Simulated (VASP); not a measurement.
Ni: single point with r2SCAN

Crystal: Ni.

```xyz
1
Lattice="0.0000 1.7604 1.7604 1.7604 0.0000 1.7604 1.7604 1.7604 0.0000" Properties=species:S:1:pos:R:3 pbc="T T T"
Ni    0.0000    0.0000    0.0000
```

| Property | Result |
| --- | --- |
| Program | VASP 6.6.1 |
| Task | single point |
| Functional | r2SCAN |
| Potentials or basis | VASP PAW PBE potentials, release 64 (Ni) |
| Cutoff | 520 eV |
| k mesh | 14 × 14 × 14 |
| Occupations | fermi-dirac, width 0.1 eV |
| Spin | collinear spin, ferromagnetic start |
| Starting moments | [0.53] μB |
| Fixed moment | 0.53 μB |

```json
{
 "Pressure": "-8.0 GPa",
 "Net moment": "0.53 μB per cell",
 "Site moments": "Ni +0.56 μB",
 "Valence electrons inside the program's atomic spheres": "Ni 9.35"
}
```

Run time: 74 s on 1 thread of Intel(R) Xeon(R) 6975P-C (Granite Rapids), with other jobs on the host, peak memory 0.15 GiB.

Caveat: the cell stands under tension; the PAW data sets were made with another functional, which shifts forces and pressure a little; the total moment is fixed, so each spin has its own Fermi level and the state may be an excited one.
